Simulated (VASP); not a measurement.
A run of VASP 6.6.1 is set up as follows.

INCAR

```
SYSTEM = Si16H7O
  ALGO = Normal
  EDIFF = 1E-6
  ENCUT = 520
  GGA = PS
  GGA_COMPAT = .False.
  ISIF = 2
  ISMEAR = -1
  ISPIN = 2
  LASPH = .True.
  LCHARG = .False.
  LORBIT = 11
  LREAL = .False.
  LWAVE = .False.
  MAGMOM = 0 0 0 0 0 0 0 0 0 0 0 0 0 0 0 0 0 0 0 0.23 0 0 0 0
  NBANDS = 60
  NELM = 200
  NELMDL = -8
  PREC = Accurate
  SIGMA = 0.02
```

File KPOINTS:

```
k-points
0
Gamma
  2 2 1
  0 0 0
```

Contents of POSCAR:

```
Si16H7O
1.0
    7.6791800000      0.0000000000      0.0000000000
    3.8395900000      6.6503650000      0.0000000000
    0.0000000000      0.0000000000     17.8687650000
H Si O
7 16 1
Direct
    0.1666668792      0.1666675438      0.0559635767
    0.6666681814      0.1666675438      0.0559635767
    0.1666662146      0.6666701752      0.0559635767
    0.6666675168      0.6666701752      0.0559635767
    0.4626176412     -0.0071424651      0.4388048083
   -0.0147102736      0.5000176682      0.4375624169
    0.5476531274      0.5753669160      0.4503724796
    0.1666668792      0.1666675438      0.1399089417
    0.6666681814      0.1666675438      0.1399089417
    0.1666662146      0.6666701752      0.1399089417
    0.6666675168      0.6666701752      0.1399089417
   -0.1670111916      0.3321471829      0.1817361189
    0.3384598398      0.3324328815      0.1846182431
   -0.1638022292      0.8276838940      0.1857487073
    0.3260846792      0.8334580132      0.1808462980
   -0.1592852551      0.3422970017      0.3132617167
    0.3212884547      0.3136970678      0.3180242171
   -0.1903499669      0.8423898538      0.3156065906
    0.3164907329      0.8255336361      0.3121592343
   -0.0180502021      0.0173223575      0.3513225452
    0.4872586898     -0.0342086487      0.3557380714
   -0.0106326414      0.5076713835      0.3527496164
    0.5311364722      0.5265425281      0.3674736335
    0.4563974890      0.3652581475      0.3807146157
```

Potentials or basis: VASP PAW PBE potentials, release 64 (H, Si, O).

Launch:

```console
$ cat potpaw_PBE.64/H/POTCAR potpaw_PBE.64/Si/POTCAR potpaw_PBE.64/O/POTCAR > POTCAR
$ mpirun -np 1 vasp_std > vasp.out
```

(1) Estimate the largest force.

(2) Estimate the band gap on the k mesh.

(3) Estimate the site moments.

(4) Estimate the net moment.

Answers

(1) 1.896 eV/Å.

(2) 0.61 eV (least direct gap 0.62 eV).

(3) H +0.00, +0.01, -0.00 (each value once); Si -0.00, +0.03, +0.02, +0.00, +0.01, +0.23 (each value once); O +0.00 μB.

(4) 1.00 μB per cell.

Caveat: the k points lie up to 0.47 Å⁻¹ apart; there is no dipole correction, which matters where the two faces differ; the PAW data sets were made with another functional, which shifts forces and pressure a little.
